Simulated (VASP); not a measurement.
A run of VASP 6.6.1:

File INCAR:

```
SYSTEM = Li
  ALGO = Normal
  EDIFF = 1E-6
  ENCUT = 520
  GGA = PS
  ISIF = 2
  ISMEAR = 0
  IVDW = 12
  LASPH = .True.
  LCHARG = .False.
  LREAL = .False.
  LWAVE = .False.
  NBANDS = 10
  NELM = 60
  PREC = Accurate
  SIGMA = 0.15
```

The input KPOINTS:

```
k-points
0
Gamma
  16 16 10
  0 0 0
```

The input POSCAR:

```
Li
1.0
    0.0000000000     -2.0954789853     -2.0954789853
    0.0000000000      2.0954789853     -2.0954789853
    4.1909579706      0.0000000000      0.0000000000
Li
2
Direct
    0.5000000000      0.5000000000      0.5000000000
    0.0000000000      0.0000000000      0.0000000000
```

Potentials or basis: VASP PAW PBE potentials, release 64 (Li_sv).

Command:

```sh
$ cat potpaw_PBE.64/Li_sv/POTCAR > POTCAR
$ mpirun -np 1 vasp_std > vasp.out
```

Hardware: 1 thread of Intel Xeon 6975P-C, with other jobs on the host.

Estimate the wall time of this run.

Wall time 30 s on 1 thread of Intel Xeon 6975P-C, with other jobs on the host, peak memory 0.2 GiB. Counts: scf iterations 9, k points 270.
